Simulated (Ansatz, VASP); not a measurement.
Two plane-wave programs on K

```xyz
3
Lattice="7.3867 0.0000 0.0000 -3.6934 6.3971 0.0000 0.0000 0.0000 4.5281" Properties=species:S:1:pos:R:3 pbc="T T T"
K     0.0000    0.0000    0.0000
K     0.0000    4.2647    2.2640
K     3.6934    2.1324    2.2640
```

Alike in both runs: task relaxation of cell and atoms; functional PBEsol; k mesh 5 × 5 × 7; occupations fermi-dirac, width 0.1 eV; no spin polarisation.

|  | VASP | Ansatz |
| --- | --- | --- |
| version | VASP 6.6.1 | Ansatz 0.2.0 |
| potentials or method | VASP PAW PBE potentials, release 64 (K_sv), cutoff 600 eV | plane waves (420 eV) with PAW, scalar-relativistic |
| valence electrons in the cell | 27 | 27 |

|  | VASP | Ansatz | Ansatz less VASP |
| --- | --- | --- | --- |
| relaxed volume (Å³/atom) | 71.58 | 71.45 | -0.133 |
| relaxed length of the cell vector where the two differ most in proportion (Å) | 4.446 | 4.440 | -0.0067 |

VASP's potentials were made for PBE, not for PBEsol, and Ansatz warns of the same on its side.
